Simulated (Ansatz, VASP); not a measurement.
## Two plane-wave programs on ZrSi2

```
Zr Si
1.0
     1.85932   -7.38286    0.00000
     1.85932    7.38286    0.00000
     0.00000    0.00000    3.67521
Zr Si
2 4
Direct
  0.89492 0.10508 0.25000
  0.10508 0.89492 0.75000
  0.55332 0.44668 0.25000
  0.44668 0.55332 0.75000
  0.25016 0.74984 0.25000
  0.74984 0.25016 0.75000
```

Alike in both runs: functional PBE; k mesh 6 × 6 × 6; occupations fermi-dirac, width 0.1 eV; no spin polarisation.

Ansatz relaxed the structure, and its values are those at the end. VASP's run is a single point on that final structure, the one shown.

|  | VASP | Ansatz |
| --- | --- | --- |
| version | VASP 6.6.1 | Ansatz 0.2.0 |
| potentials or method | VASP PAW PBE potentials, release 64 (Zr_sv, Si), cutoff 520 eV | PAW plane waves |
| valence electrons in the cell | 40 | 40 |

VASP gave:

| Item | Value |
| --- | --- |
| gap on the k mesh at the Fermi level (eV) | none |
| pressure (GPa) | 0.0 |
| rms of the force components (eV/Å) | 0.003 |

Task: Estimate Ansatz's values.

Result: gap on the k mesh at the Fermi level (eV): none; pressure (GPa): 0.0; rms of the force components (eV/Å): 0.002.

A gap of «none» marks a metal or a gap that the smearing closes.
